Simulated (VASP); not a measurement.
Crystal: NaCl.

```
CELL_PARAMETERS angstrom
0.13596 2.82655 2.82655
2.82655 0.13596 2.82655
2.82655 2.82655 0.13596
ATOMIC_POSITIONS crystal
Na 0.00000 0.00000 0.00000
Cl 0.50000 0.50000 0.50000
```

This cell differs from its parent crystal: epitaxial 111 strain -4.0%.

Base run:

| Item | Value |
| --- | --- |
| Program | VASP 6.6.1 |
| Functional | r2SCAN |
| Potentials or basis | VASP PAW PBE potentials, release 64 (Na_pv, Cl) |
| Cutoff | 520 eV |
| k mesh | 8 × 8 × 8 |
| Occupations | gaussian, width 0.01 eV |
| Spin | no spin polarisation |

Its results: band gap on the k mesh 6.06 eV, direct; pressure 1.3 GPa.

Question: The run is repeated on the same cell with these changes: functional from r2SCAN to PBE; k mesh from 8 × 8 × 8 to 4 × 4 × 4. What comes out?

Answer: Band gap on the k mesh 5.23 eV, direct; pressure 2.9 GPa.

Several settings changed at once, so the effect can't be laid on one alone.

Caveats: some runs use coarse meshes; the PAW data sets were made with another functional, which shifts forces and pressure a little (some runs).

